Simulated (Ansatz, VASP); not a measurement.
Two plane-wave programs on HfO2

```
Hf O
1.0
     4.81353    0.00000    0.00000
     0.00000    4.81353    0.00000
     0.00000    0.00000    3.20542
Hf O
2 4
Direct
  0.00000 0.00000 0.00000
  0.50000 0.50000 0.50000
  0.19496 0.80504 0.50000
  0.30504 0.30504 0.00000
  0.69496 0.69496 0.00000
  0.80504 0.19496 0.50000
```

Alike in both runs: task relaxation of the atoms; functional PBE; k mesh 6 × 6 × 8; occupations gaussian, width 0.02 eV; no spin polarisation.

```csv
,VASP,Ansatz
version,VASP 6.6.1,Ansatz 0.2.0
potentials or method,"VASP PAW PBE potentials, release 64 (Hf_pv, O), cutoff 520 eV","scalar-relativistic, plane waves, PAW"
valence electrons in the cell,44,76
```

Ansatz gave:

```
gap on the k mesh at the Fermi level, each at its own relaxed structure (eV) : 4.02
```

**Question.** Estimate VASP's values.

**Answer.** gap on the k mesh at the Fermi level, each at its own relaxed structure (eV): 3.97.

VASP's potentials hold 44 valence electrons a cell and Ansatz's 76, so a difference there can come from the potentials and not from the codes. Ansatz's warnings: stress scf threshold loose.

Neither program's run includes spin-orbit coupling.
